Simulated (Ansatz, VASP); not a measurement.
Two plane-wave programs on Sb

File INCAR:

```
SYSTEM = Sb
PREC     = Accurate       ! precision mode
ENCUT    = 600            ! plane-wave cutoff, eV
EDIFF    = 1E-6           ! SCF threshold, eV
ISMEAR   = 0              ! smearing method
SIGMA    = 0.1            ! smearing width, eV
LREAL    = .FALSE.        ! projectors in reciprocal space
LASPH    = .TRUE.         ! aspherical terms in the spheres
NELM     = 60             ! most SCF steps
ALGO     = Normal         ! electronic algorithm
ISIF     = 3              ! what is computed and relaxed
LWAVE    = .FALSE.        ! write WAVECAR
LCHARG   = .FALSE.        ! write CHGCAR
GGA      = PE             ! functional
IBRION   = 2              ! ionic algorithm
NSW      = 100            ! ionic steps
EDIFFG   = -0.01          ! ionic threshold
```

File KPOINTS:

```
Automatic mesh
0
G
  18 18 18
  0 0 0
```

Contents of POSCAR:

```
Sb
1.0
    3.0924760439      0.0000000000      0.0000000000
    0.0000000000      3.0924760439      0.0000000000
    0.0000000000      0.0000000000      3.1827811338
Sb
1
Direct
    0.5000000000      0.5000000000      0.0000000000
```

Input for Ansatz:

```yaml
crystal:
  lattice:
    - [3.0924760439, 0.0, 0.0]
    - [0.0, 3.0924760439, 0.0]
    - [0.0, 0.0, 3.1827811338]
  atoms:
    - { symbol: Sb, position: [0.5, 0.5, 0.0] }
basis:
  ecutwfc: 420
kpoints:
  mp_grid: { grid: [18, 18, 18] }
hamiltonian:
  xc: pbe
scf:
  occupations: { method: gaussian, width: 0.1 }
output:
  forces: true
  stress: true
  eigenvalues: true
  write_density: true
  write_potential: true
  elf: true
  volumetric_format: npy
relax:
  adjacent_minimum: "off"
  f_tol: 0.01
  max_steps: 80
  cell: { stress_tol: 0.05 }
```

Alike in both runs: task relaxation of cell and atoms; functional PBE; k mesh 18 × 18 × 18; occupations gaussian, width 0.1 eV; no spin polarisation.

```csv
,VASP,Ansatz
version,VASP 6.6.1,Ansatz 0.2.0
potentials or method,"VASP PAW PBE potentials, release 64 (Sb), cutoff 600 eV","scalar-relativistic, plane waves, PAW"
valence electrons in the cell,5,15
```

Ansatz gave:

```
gap on the k mesh at the Fermi level, each at its own relaxed structure (eV) : none
relaxed volume (Å³/atom)                                                     : 30.07
relaxed length of the cell vector where the two differ most in proportion (Å)              : 3.110
```

Question: Which values does VASP return?

Answer: gap on the k mesh at the Fermi level, each at its own relaxed structure (eV): none; relaxed volume (Å³/atom): 30.05; relaxed length of the cell vector where the two differ most in proportion (Å): 3.109.

A gap of «none» marks a metal or a gap that the smearing closes. VASP's potentials hold 5 valence electrons a cell and Ansatz's 15, so a difference there can come from the potentials and not from the codes.

Spin-orbit coupling is off throughout.
